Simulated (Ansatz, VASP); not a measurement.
## One calculation of Zn3H14O3, two programs

```
Zn O H
1.0
    12.20000    0.00000    0.00000
     0.00000   13.30000    0.00000
     0.00000    0.00000   14.40000
Zn O H
3 3 14
Direct
  0.41523 0.48151 0.39532
  0.60238 0.43943 0.58349
  0.46866 0.65294 0.58291
  0.57331 0.43143 0.36452
  0.44441 0.63237 0.36433
  0.45452 0.50342 0.52805
  0.31899 0.42921 0.34835
  0.57331 0.40282 0.68115
  0.54222 0.26581 0.54081
  0.68477 0.46333 0.50245
  0.42108 0.64864 0.68113
  0.27408 0.69516 0.54256
  0.53122 0.70639 0.50112
  0.54944 0.27427 0.48867
  0.62487 0.44655 0.41828
  0.61124 0.44696 0.30702
  0.28495 0.69584 0.49030
  0.48453 0.66638 0.41775
  0.47701 0.65516 0.30656
  0.39904 0.47410 0.56845
```

Alike in both runs: functional PBEsol; k mesh 1 × 1 × 1; occupations gaussian, width 0.05 eV; no spin polarisation.

Ansatz relaxed the structure, and its values are those at the end. VASP's run is a single point on that final structure, the one shown.

```csv
,VASP,Ansatz
version,VASP 6.6.1,Ansatz 0.2.0
potentials or method,"VASP PAW PBE potentials, release 64 (Zn, O, H), cutoff 520 eV","scalar-relativistic, plane waves, PAW"
valence electrons in the cell,68,68
```

```csv
,VASP,Ansatz,Ansatz less VASP
gap on the k mesh at the Fermi level (eV),4.85,4.86,+0.009
rms of the force components (eV/Å),0.040,0.009,-0.0313
```

VASP's potentials were made for PBE, not for PBEsol. Ansatz's warnings: xc potential rough in thin density.
